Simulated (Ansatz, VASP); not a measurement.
**In: VASP beside Ansatz**

```xyz
1
Lattice="-1.6580 1.6580 2.5011 1.6580 -1.6580 2.5011 1.6580 1.6580 -2.5011" Properties=species:S:1:pos:R:3 pbc="T T T"
In    0.0000    0.0000    0.0000
```

Alike in both runs: task single point; functional LDA; k mesh 22 × 22 × 22; occupations gaussian, width 0.15 eV; no spin polarisation.

|  | VASP | Ansatz |
| --- | --- | --- |
| version | VASP 6.6.1 | Ansatz 0.2.0 |
| potentials or method | VASP PAW LDA potentials, release 64 (In_d), cutoff 520 eV | scalar-relativistic, plane waves, PAW |
| valence electrons in the cell | 13 | 13 |

VASP gave:

- gap on the k mesh at the Fermi level (eV): none
- pressure (GPa): -4.2
- traceless stress, the component that is largest in VASP (GPa): 0.18

**Question.** What did Ansatz give for the same quantities?

**Answer.** gap on the k mesh at the Fermi level (eV): none; pressure (GPa): -4.2; traceless stress, the component that is largest in VASP (GPa): 0.19.

LDA's correlation is that of Perdew and Zunger in VASP and of Perdew and Wang (1992) in Ansatz. A gap of «none» marks a metal or a gap that the smearing closes.
